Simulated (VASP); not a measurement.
Here is a VASP 6.6.1 calculation.

File INCAR:

```
SYSTEM = Sn3Te
  PREC = Accurate
  ENCUT = 520
  EDIFF = 1E-6
  ISMEAR = 0
  SIGMA = 0.1
  LREAL = .False.
  LASPH = .True.
  NELM = 80
  ALGO = Normal
  ISIF = 2
  LWAVE = .False.
  LCHARG = .False.
  GGA = PE
  NBANDS = 32
```

KPOINTS

```
Automatic mesh
0
Gamma
  4 4 4
  0 0 0
```

Contents of POSCAR:

```
Sn3Te
1.0
   -3.2199538800      3.2199538800      3.2199538800
    3.2199538800     -3.2199538800      3.2199538800
    3.2199538800      3.2199538800     -3.2199538800
Sn Te
3 1
Direct
    0.0000000000      0.5000000000      0.5000000000
    0.5000000000      0.0000000000      0.5000000000
    0.5000000000      0.5000000000      0.0000000000
    0.0000000000      0.0000000000      0.0000000000
```

Potentials or basis: VASP PAW PBE potentials, release 64 (Sn_d, Te).

Command:

```sh
$ cat potpaw_PBE.64/Sn_d/POTCAR potpaw_PBE.64/Te/POTCAR > POTCAR
$ mpirun -np 1 vasp_std > vasp.out
```

(1) Predict the band gap on the k mesh.

(2) Estimate the pressure.

## Answers

(1) zero (band 24 reaches 6.58 eV, above the bottom of band 25 at 3.97 eV).

(2) -3.0 GPa.

Caveat: spin-orbit coupling is left out, which moves the levels of the heavy elements.
